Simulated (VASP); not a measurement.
Input of a VASP 6.6.1 run:

File INCAR:

```
PREC = Accurate ; ENCUT = 700
EDIFF = 1E-6 ; ISMEAR = -1
SIGMA = 0.05 ; LREAL = F
LASPH = T ; NELM = 200
ALGO = Normal ; ISIF = 2
LWAVE = F ; LCHARG = T
ISPIN = 2 ; MAGMOM = 1.5 0
LORBIT = 11 ; NUPDOWN = 1.5
LMAXMIX = 4 ; GGA = PE
LELF = T ; LVHAR = T
NBANDS = 23 ; GGA_COMPAT = F
```

File KPOINTS:

```
Automatic mesh
0
Gamma
  9 9 9
```

Contents of POSCAR:

```
NiO
1.0
    0.0000000000      2.0913095100      2.0913095100
    2.0913095100      0.0000000000      2.0913095100
    2.0913095100      2.0913095100      0.0000000000
Ni O
1 1
Direct
    0.0000000000      0.0000000000      0.0000000000
    0.5000000000      0.5000000000      0.5000000000
```

Potentials or basis: VASP PAW PBE potentials, release 64 (Ni_sv_GW, O).

Run with:

```console
$ cat potpaw_PBE.64/Ni_sv_GW/POTCAR potpaw_PBE.64/O/POTCAR > POTCAR
$ mpirun -np 1 vasp_std > vasp.out
```

(1) Estimate the pressure.

## Answers

(1) 0.7 GPa.

Caveat: the total moment is fixed, so each spin has its own Fermi level and the state may be an excited one; a cell with one magnetic atom can't hold antiferromagnetic order, which such compounds often take.
